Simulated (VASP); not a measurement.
# C32O (a cell with a defect) in VASP: single point with PBE+D3(BJ)

Aim: the single point of C32O (a cell with a defect) with PBE+D3(BJ).

Everything below comes from runs of VASP 6.6.1. Logs are shortened: lines on timing, memory, paths and dates and some standing lists are left out, and cuts for length are marked.

## (1) The cell of the first run

The cell holds a defect, 33 atoms: a = 7.135 Å, b = 7.433 Å, c = 7.433 Å, α = 70.11°, β = 61.32°, γ = 61.32°.

## (2) Single point, PBE+D3(BJ)

File INCAR:

```
SYSTEM = C32O
PREC = Accurate
ENCUT = 520
EDIFF = 1E-6
ISMEAR = 0
SIGMA = 0.1
LREAL = Auto
LASPH = .TRUE.
NELM = 60
ALGO = Normal
ISIF = 2
LWAVE = .FALSE.
LCHARG = .FALSE.
GGA = PE
IVDW = 12
NBANDS = 89
```

File KPOINTS:

```
Automatic mesh
0
G
  4 4 4
  0 0 0
```

File POSCAR:

```
C32O
1.0
    0.0000000000      0.0000000000      7.1348522610
    1.2323690480      6.4035774147      3.5674261305
   -6.1618452403      2.1345258048      3.5674261305
C O
32 1
Direct
   -0.0025453093      0.3333287709      0.6665524530
    0.5046449433      0.3346367138      0.6674980899
    0.2422038369      0.5832267756      0.9169484799
    0.7606576280      0.5776902074      0.9167483620
    0.8746609033      0.2071948664      0.0409021211
    0.3787238627      0.2092929334      0.0409062745
    0.1218713683      0.4580631248      0.2919352478
    0.6297957803      0.4570585415      0.2929396519
    0.8789251091      0.7090918304      0.5407053722
    0.3727593074      0.7090961261      0.5428034927
    0.1115964526      0.9584635568      0.7915347807
    0.6112689691      0.9610719463      0.7889262274
   -0.0076190114      0.8330498261      0.1667714428
    0.5050977043      0.8332499712      0.1723082019
    0.2473375489      0.0834457333      0.4166694941
    0.7567814970      0.0825001414      0.4153615550
    0.1218705845      0.2919300299      0.4580682284
    0.6297969045      0.2929342696      0.4570639179
    0.3727603793      0.5427984854      0.7091012322
    0.8789238253      0.5407000749      0.7090971724
    0.9923793893      0.1667662227      0.8330550884
    0.5051001191      0.1723037200      0.8332552298
    0.2473390886      0.4166642374      0.0834509939
    0.7567793444      0.4153567844      0.0825052927
   -0.0025437172      0.6665474214      0.3333339821
    0.5046430528      0.6674928218      0.3346415583
    0.2422021358      0.9169432654      0.5832320285
    0.7606609011      0.9167431260      0.5776947837
    0.1115968599      0.7915292769      0.9584690870
    0.6112681630      0.7889230672      0.9610753173
    0.3787226161      0.0409009807      0.2092981976
    0.8746619229      0.0408970793      0.2071998314
    0.4228690551     -0.1249974439     -0.1250044347
```

Potentials or basis: VASP PAW PBE potentials, release 64 (C, O).

Started as:

```sh
$ cat potpaw_PBE.64/C/POTCAR potpaw_PBE.64/O/POTCAR > POTCAR
$ mpirun -np 1 vasp_std > vasp.out
```

OUTCAR:

```text
SYSTEM = C32O
   PREC = Accurate
   ENCUT = 520
   EDIFF = 1E-6
   ISMEAR = 0
   LREAL = Auto
   LASPH = .TRUE.
   NELM = 60
   ISIF = 2
   GGA = PE
   IVDW = 12
 IVDW          = 12

 ion  position               nearest neighbor table
   1  0.997  0.333  0.667-  20 1.42  21 1.42  17 1.42
   2  0.505  0.335  0.667-  22 1.40  19 1.42  18 1.44
   3  0.242  0.583  0.917-  19 1.42  23 1.42  29 1.42
   4  0.761  0.578  0.917-  24 1.40  20 1.41  30 1.46
   5  0.875  0.207  0.041-  21 1.42  32 1.42  24 1.42
   6  0.379  0.209  0.041-  22 1.41  23 1.42  31 1.44
   7  0.122  0.458  0.292-  17 1.42  25 1.42  23 1.42
   8  0.630  0.457  0.293-  18 1.40  26 1.44  24 1.44
   9  0.879  0.709  0.541-  28 1.41  25 1.42  20 1.44
  10  0.373  0.709  0.543-  27 1.42  19 1.42  26 1.42
  11  0.112  0.958  0.792-  21 1.42  27 1.42  29 1.43
  12  0.611  0.961  0.789-  28 1.46  22 1.46  30 1.47  33 1.53
  13  0.992  0.833  0.167-  32 1.42  25 1.42  29 1.42
  14  0.505  0.833  0.172-  26 1.40  31 1.41  30 1.46
  15  0.247  0.083  0.417-  31 1.42  27 1.42  17 1.42
  16  0.757  0.083  0.415-  28 1.40  32 1.42  18 1.44
  17  0.122  0.292  0.458-   7 1.42   1 1.42  15 1.42
  18  0.630  0.293  0.457-   8 1.40  16 1.44   2 1.44
[... 9 lines left out ...]
  28  0.761  0.917  0.578-  16 1.40   9 1.41  12 1.46
  29  0.112  0.792  0.958-  13 1.42   3 1.42  11 1.43
  30  0.611  0.789  0.961-  14 1.46   4 1.46  12 1.47  33 1.53
  31  0.379  0.041  0.209-  14 1.41  15 1.42   6 1.44
  32  0.875  0.041  0.207-  13 1.42   5 1.42  16 1.42
  33  0.423  0.875  0.875-  12 1.53  30 1.53

  LATTYP: Found a body centered orthorhombic cell.
 ALAT       =     7.1348522610
 B/A-ratio  =     1.1966755452
 C/A-ratio  =     1.3818018963

  Lattice vectors:

 A1 = (  -1.2323690480,  -6.4035774147,  -3.5674261305)
 A2 = (   6.1618452403,  -2.1345258048,   3.5674261305)
 A3 = (  -6.1618452403,   2.1345258048,   3.5674261305)

Analysis of symmetry for initial positions (statically):
=====================================================================
 Subroutine PRICEL returns:
 Original cell was already a primitive cell.

 Routine SETGRP: Setting up the symmetry group for a
 body centered orthorhombic supercell.

 Subroutine GETGRP returns: Found  2 space group operations
 (whereof  1 operations were pure point group operations)
 out of a pool of  8 trial point group operations.

The static configuration has the point symmetry C_1 .
 The point group associated with its full space group is C_1h.

Analysis of symmetry for dynamics (positions and initial velocities):
=====================================================================
 Subroutine PRICEL returns:
 Original cell was already a primitive cell.

 Routine SETGRP: Setting up the symmetry group for a
 body centered orthorhombic supercell.

 Subroutine GETGRP returns: Found  2 space group operations
 (whereof  1 operations were pure point group operations)
 out of a pool of  8 trial point group operations.

The dynamic configuration has the point symmetry C_1 .
 The point group associated with its full space group is C_1h.

 Subroutine INISYM returns: Found  2 space group operations
 (whereof  1 operations are pure point group operations),
 and found     1 'primitive' translations

----------------------------------------------------------------------------------------

                                     Primitive cell

  volume of cell :     300.2943

  direct lattice vectors                    reciprocal lattice vectors
     0.000000000  0.000000000  7.134852261     0.050715328 -0.087841524  0.140157072
     1.232369048  6.403577415  3.567426130     0.050715328  0.146402540  0.000000000
    -6.161845240  2.134525805  3.567426130    -0.152145983  0.029280508  0.000000000

  length of vectors
     7.134852261  7.433106105  7.433106105     0.173009198  0.154937885  0.154937885

  position of ions in fractional coordinates (direct lattice)
     0.997454691  0.333328771  0.666552453
     0.504644943  0.334636714  0.667498090
     0.242203837  0.583226776  0.916948480
     0.760657628  0.577690207  0.916748362
     0.874660903  0.207194866  0.040902121
     0.378723863  0.209292933  0.040906275
[... 25 lines left out ...]
     0.874661923  0.040897079  0.207199831
     0.422869055  0.875002556  0.874995565

  ion indices of the primitive-cell ions
   primitive index   ion index
                 1           1
                 2           2
                 3           3
                 4           4
                 5           5
                 6           6
[... 25 lines left out ...]
                32          32
                33          33

----------------------------------------------------------------------------------------

 KPOINTS: Automatic mesh

Automatic generation of k-mesh.
 Grid dimensions read from file:
 generate k-points for:    4    4    4

 Generating k-lattice:

  Cartesian coordinates                     Fractional coordinates (reciprocal lattice)
     0.012678832 -0.021960381  0.035039268     0.250000000 -0.000000000  0.000000000
     0.012678832  0.036600635  0.000000000     0.000000000  0.250000000  0.000000000
    -0.038036496  0.007320127  0.000000000     0.000000000  0.000000000  0.250000000

  Length of vectors
     0.043252299  0.038734471  0.038734471

  Shift w.r.t. Gamma in fractional coordinates (k-lattice)
     0.000000000  0.000000000  0.000000000

 Subroutine IBZKPT returns following result:
 ===========================================

 Found     24 irreducible k-points:

 Following reciprocal coordinates:
            Coordinates               Weight
  0.000000  0.000000  0.000000      1.000000
  0.250000  0.000000  0.000000      4.000000
  0.500000  0.000000  0.000000      2.000000
  0.000000  0.250000  0.000000      4.000000
  0.250000  0.250000 -0.000000      2.000000
  0.250000  0.000000  0.250000      2.000000
[... 16 lines left out ...]
  0.500000 -0.250000  0.250000      2.000000
  0.000000  0.500000  0.500000      1.000000
   k-points           NKPTS =     24   k-points in BZ     NKDIM =     24   number of bands    NBANDS=     89
   number of dos      NEDOS =    301   number of ions     NIONS =     33
   total plane-waves  NPLWV = 169344
   dimension x,y,z NGX =    54 NGY =   56 NGZ =   56
   dimension x,y,z NGXF=   108 NGYF=  112 NGZF=  112
   ions per type =              32   1
   NGX,Y,Z   is equivalent  to a cutoff of  12.58, 12.52, 12.52 a.u.
   NGXF,Y,Z  is equivalent  to a cutoff of  25.16, 25.05, 25.05 a.u.
 SYSTEM =  C32O
   PREC   = accura    normal or accurate (medium, high low for compatibility)
   ISTART =      0    job   : 0-new  1-cont  2-samecut
   ICHARG =      2    charge: 1-file 2-atom 10-const
   ISPIN  =      1    spin polarized calculation?
   LNONCOLLINEAR =      F non collinear calculations
   LSORBIT =      F    spin-orbit coupling
   LASPH  =      T    aspherical Exc in radial PAW
   ENCUT  =  520.0 eV  38.22 Ry    6.18 a.u.  13.27 13.82 13.82*2*pi/ulx,y,z
   NELM   =     60;   NELMIN=  2; NELMDL= -5     # of ELM steps
   EDIFF  = 0.1E-05   stopping-criterion for ELM
   LREAL  =      T    real-space projection
   EDIFFG = 0.1E-04   stopping-criterion for IOM
   NSW    =      0    number of steps for IOM
   IBRION =     -1    ionic relax: 0-MD 1-quasi-New 2-CG
   NFREE  =      0    steps in history (QN), initial steepest desc. (CG)
   ISIF   =      2    stress and relaxation
   ISYM   =      2    0-nonsym 1-usesym 2-fastsym
   POTIM  = 0.5000    time-step for ionic-motion
   TEBEG  =    0.0;   TEEND  =   0.0 temperature during run
   PSTRESS=    0.0 pullay stress
   NELECT =     134.0000    total number of electrons
   NUPDOWN=      -1.0000    fix difference up-down
   EMIN   =  10.00;   EMAX   =-10.00  energy-range for DOS
   EFERMI =   0.00;   METHOD = LEGACY
   ISMEAR =     0;   SIGMA  =   0.10  broadening in eV -4-tet -1-fermi 0-gaus
   EFERMI_NEDOS =   21; number of points for ismear=-14 and -15
   IALGO  =     38    algorithm
   IMIX   =      4    mixing-type and parameters
     AMIX     =   0.40;   BMIX     =  1.00
     AMIX_MAG =   1.60;   BMIX_MAG =  1.00
  volume/ion in A,a.u.               =       9.10        61.41
  Fermi-wavevector in a.u.,A,eV,Ry     =   1.251010  2.364066 21.293465  1.565026
  Thomas-Fermi vector in A             =   2.384977
   LORBIT       =      0    0 simple, 1 ext, 2 COOP (PROOUT), +10 PAW based schemes
   GGA     = PE    functional components
   LHFCALC =     F    Hartree Fock is set to
   AEXX    =    0.0000 exact exchange contribution
   IVDW    =    12    specifies the selected vdW correction
   LEPSILON=     F    determine dielectric tensor
   LRPA    =     F    only Hartree local field effects (RPA)
 non-spin polarized calculation
 Gauss-broadening in eV      SIGMA  =   0.10
  energy-cutoff  :      520.00
  volume of cell :      300.29
 maximum number of plane-waves:      8118
 NGX is ok and might be reduce to    54
   NGX = 27   NGY = 27   NGZ = 27

 number of electron     133.9999991 magnetization

 Free energy of the ion-electron system (eV)
  ---------------------------------------------------
  ext. energy  EPLUGINS =         0.00000000
  ---------------------------------------------------
  free energy    TOTEN  =      -298.21726715 eV

  energy without entropy =     -298.21159954  energy(sigma->0) =     -298.21443335

 E-fermi :   4.1954     XC(G=0): -10.0694

 val. band max:        4.1593794592   @ k =   0.5000   0.2500   0.2500
 cond. band min:       4.2855150673   @ k =   0.0000   0.5000   0.5000
 fundamental gap:      0.1261356081
 Fermi energy:         4.1953511481

 k-point     1 :       0.0000    0.0000    0.0000
  band No.  band energies     occupation
      1     -18.0541      2.00000
      2     -15.0385      2.00000
      3     -14.0106      2.00000
      4     -13.8510      2.00000
      5     -13.6751      2.00000
      6     -13.4332      2.00000
[... 71 lines left out ...]
     78      10.0008      0.00000
     79      10.0478      0.00000

 k-point     2 :       0.2500    0.0000    0.0000
  band No.  band energies     occupation
      1     -18.0511      2.00000
      2     -14.9899      2.00000
      3     -14.3683      2.00000
      4     -13.6352      2.00000
      5     -13.4895      2.00000
      6     -13.3482      2.00000
[... 71 lines left out ...]
     78       9.5680      0.00000
     79      10.7188      0.00000
[... 1720 lines left out ...]
     78       9.0601      0.00000
     79       9.5071      0.00000

 k-point    24 :       0.0000    0.5000    0.5000
  band No.  band energies     occupation
      1     -18.0462      2.00000
      2     -14.9811      2.00000
      3     -14.1853      2.00000
      4     -13.9813      2.00000
      5     -13.8495      2.00000
      6     -13.2861      2.00000
[... 71 lines left out ...]
     78       9.6566      0.00000
     79       9.7785      0.00000
 [bands above 79 left out]

------------------------ aborting loop because EDIFF is reached ----------------------------------------

 Edisp (eV)   -4.77012

 E8    (eV) :    -1.3382

  FORCE on cell =-STRESS in cart. coord.  units (eV):
  Direction    XX          YY          ZZ          XY          YZ          ZX
  --------------------------------------------------------------------------------------
  -------------------------------------------------------------------------------------
  Total       5.41230     6.49109     2.54345    -0.93426     0.00019     0.00032
  in kB      28.87656    34.63230    13.57023    -4.98462     0.00100     0.00173
  external pressure =       25.69 kB  Pullay stress =        0.00 kB

 VOLUME and BASIS-vectors are now :
 -----------------------------------------------------------------------------
  energy-cutoff  :      520.00
  volume of cell :      300.29
      direct lattice vectors                 reciprocal lattice vectors
     0.000000000  0.000000000  7.134852261     0.050715328 -0.087841524  0.140157072
     1.232369048  6.403577415  3.567426130     0.050715328  0.146402540  0.000000000
    -6.161845240  2.134525805  3.567426130    -0.152145983  0.029280508  0.000000000

 POSITION                                       TOTAL-FORCE (eV/Angst)
 -----------------------------------------------------------------------------------
     -3.69641      3.55727     10.68369         0.007714     -0.046002      0.035490
     -3.70062      3.56766      7.17561        -0.002946      0.031603      0.057085
     -4.93134      5.69199      7.07985         0.007842      0.055326     -0.039886
     -4.93693      5.65611     10.75848        -0.026016     -0.138743     -0.021249
      0.00331      1.41409      7.12564        -0.002704     -0.059401      0.051680
      0.00587      1.42754      3.59471         0.003445      0.019664      0.013214
[... 25 lines left out ...]
     -1.22633      0.70416      7.12565         0.052700     -0.027427      0.051680
     -4.31326      7.47085      9.26010        -0.000342     -0.000197      1.637635
 -----------------------------------------------------------------------------------
    total drift:                                0.003158     -0.004075      0.026927

  FREE ENERGIE OF THE ION-ELECTRON SYSTEM (eV)
  ---------------------------------------------------
  free  energy   TOTEN  =      -302.9873828329 eV

  energy  without entropy=     -302.9817152181  energy(sigma->0) =     -302.98454903
```

Wall time 8.5 min (1 thread of Intel Xeon 6975P-C (Granite Rapids), shared host); peak memory 0.62 GiB.

Results:

- Free energy: -302.9874 eV
- Pressure: 2.6 GPa
- Largest force: 1.638 eV/Å
- Band gap on the k mesh: zero (bands 67 and 68 overlap by 0.13 eV)
- Dispersion energy per atom: -0.145 eV

Forces in eV/Å, atoms in the order of the input:
```
C    0.008 -0.046  0.035
C   -0.003  0.032  0.057
C    0.008  0.055 -0.040
C   -0.026 -0.139 -0.021
C   -0.003 -0.059  0.052
C    0.003  0.020  0.013
C    0.018  0.010  0.008
C   -0.013 -0.007  0.021
C    0.019 -0.007  0.013
C   -0.053  0.027  0.052
C   -0.007 -0.004 -0.467
C    0.136  0.078 -0.573
C    0.052 -0.021 -0.040
C   -0.133  0.047 -0.021
C   -0.036  0.030  0.035
C    0.026 -0.018  0.057
C   -0.018 -0.010  0.008
C    0.013  0.007  0.021
C    0.003  0.059  0.052
C   -0.003 -0.019  0.013
C   -0.008 -0.055 -0.040
C    0.026  0.140 -0.021
C   -0.008  0.046  0.035
C    0.003 -0.032  0.057
C    0.036 -0.030  0.035
C   -0.026  0.018  0.057
C   -0.052  0.021 -0.040
C    0.134 -0.047 -0.021
C    0.007  0.004 -0.467
C   -0.136 -0.078 -0.573
C   -0.018  0.007  0.013
C    0.053 -0.027  0.052
O    0.000  0.000  1.638
```

Levels at points of the mesh, in eV from the Fermi level:
| k point | band 65 | band 66 | band 67 | band 68 | band 69 | band 70 |
| --- | --- | --- | --- | --- | --- | --- |
| (0.00, 0.00, 0.00) | -1.63 | -1.32 | -0.31 | 0.15 | 0.67 | 1.66 |
| (0.50, 0.00, 0.00) | -1.21 | -1.04 | -0.38 | 0.78 | 0.85 | 1.36 |
| (0.00, 0.50, 0.00) | -1.69 | -1.51 | -0.97 | 1.03 | 1.75 | 1.80 |
| (0.50, 0.50, 0.00) | -2.15 | -1.79 | -1.40 | 1.20 | 2.41 | 2.41 |
| (0.50, 0.00, 0.50) | -2.15 | -1.79 | -1.40 | 1.20 | 2.41 | 2.41 |
| (0.00, 0.50, 0.50) | -1.69 | -0.36 | 0.09 | 0.17 | 1.42 | 1.64 |

The gap in the log of VASP goes by the Fermi energy; the results here count the filled bands.